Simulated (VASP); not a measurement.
Input of a VASP 6.6.1 run:

File INCAR:

```
SYSTEM = AlNi3
ALGO = Fast
EDIFF = 1E-6
ENCUT = 520
GGA = PS
ISIF = 2
ISMEAR = 0
LASPH = .True.
LCHARG = .False.
LREAL = .False.
LWAVE = .False.
NBANDS = 24
NELM = 60
PREC = Accurate
SIGMA = 0.15
```

The input KPOINTS:

```
k-points
0
Gamma
  14 14 14
  0 0 0
```

File POSCAR:

```
AlNi3
1.0
    0.0000000000      2.7984078565      2.7984078565
    2.7984078565      0.0000000000      2.7984078565
    2.7984078565      2.7984078565      0.0000000000
Al Ni
1 3
Direct
    0.4888329359      0.5111670641      0.5111670641
    0.2500000000      0.2500000000      0.2500000000
    0.0000000000      0.0000000000      0.0000000000
    0.7500000000      0.7500000000      0.7500000000
```

Potentials or basis: VASP PAW PBE potentials, release 64 (Al, Ni).

Command:

```console
$ cat potpaw_PBE.64/Al/POTCAR potpaw_PBE.64/Ni/POTCAR > POTCAR
$ mpirun -np 1 vasp_std > vasp.out
```

Question: What does it give for the pressure?

Answer: 0.3 GPa.

Question: Predict the largest force.

Answer: 0.580 eV/Å.

Stress tensor (GPa, compression positive):
```
0.19 0.00 0.00
0.00 0.33 0.00
0.00 0.00 0.33
```

Caveat: the cell differs from its parent crystal (all Al atoms moved +0.062 Å, as atom 1 along Cartesian [1 0 0]); the PAW data sets were made with another functional, which shifts forces and pressure a little. Spin polarisation is off, so any magnetic state and its effect on volume and gap are missing.
